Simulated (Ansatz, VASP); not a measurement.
Two plane-wave programs on Mo

File INCAR:

```
SYSTEM = Mo
PREC     = Accurate       ! precision mode
ENCUT    = 600            ! plane-wave cutoff, eV
EDIFF    = 1E-6           ! SCF threshold, eV
ISMEAR   = -1             ! smearing method
SIGMA    = 0.15           ! smearing width, eV
LREAL    = .False.        ! projectors in reciprocal space
LASPH    = .True.         ! aspherical terms in the spheres
NELM     = 100            ! most SCF steps
ALGO     = Normal         ! electronic algorithm
ISIF     = 3              ! what is computed and relaxed
LWAVE    = .False.        ! write WAVECAR
LCHARG   = .False.        ! write CHGCAR
IBRION   = 2              ! ionic algorithm
NSW      = 80             ! ionic steps
EDIFFG   = -0.001         ! ionic threshold
```

Contents of KPOINTS:

```
Automatic mesh
0
Gamma
  16 16 16
  0 0 0
```

Contents of POSCAR:

```
Mo
1.0
   -1.5554689542      1.5554689542      1.5554689542
    1.5554689542     -1.5554689542      1.5554689542
    1.5554689542      1.5554689542     -1.5554689542
Mo
1
Direct
    0.0000000000      0.0000000000      0.0000000000
```

Input for Ansatz:

```yaml
crystal:
  lattice:
    - [-1.5554689568, 1.5554689568, 1.5554689568]
    - [1.5554689568, -1.5554689568, 1.5554689568]
    - [1.5554689568, 1.5554689568, -1.5554689568]
  atoms:
    - { symbol: Mo, position: [0.0, 0.0, 0.0] }
basis:
  ecutwfc: 420
kpoints:
  mp_grid: { grid: [16, 16, 16] }
hamiltonian:
  xc: lda
  pseudopotentials: { kind: paw, azcp: { folder: soft_1 } }
scf:
  occupations: { method: fermi_dirac, width: 0.15 }
output:
  forces: true
  stress: true
  eigenvalues: true
relax:
  adjacent_minimum: "off"
  f_tol: 0.001
  max_steps: 60
  cell: { stress_tol: 0.01 }
```

Alike in both runs: task relaxation of cell and atoms; functional LDA; k mesh 16 × 16 × 16; occupations fermi-dirac, width 0.15 eV; no spin polarisation.

|  | VASP | Ansatz |
| --- | --- | --- |
| version | VASP 6.6.1 | Ansatz 0.2.0 |
| potentials or method | VASP PAW LDA potentials, release 64 (Mo_sv), cutoff 600 eV | scalar-relativistic, plane waves, PAW |
| valence electrons in the cell | 14 | 14 |

```tsv
	VASP	Ansatz	Ansatz less VASP
gap on the k mesh at the Fermi level, each at its own relaxed structure (eV)	none	none	-
relaxed volume (Å³/atom)	15.12	15.06	-0.057
relaxed cell length with the largest relative difference (Å)	2.698	2.695	-0.0034
```

Ansatz warns that its potentials were made for another functional, while VASP's fit it. LDA's correlation is that of Perdew and Zunger in VASP and of Perdew and Wang (1992) in Ansatz. A gap of «none» marks a metal or a gap that the smearing closes.
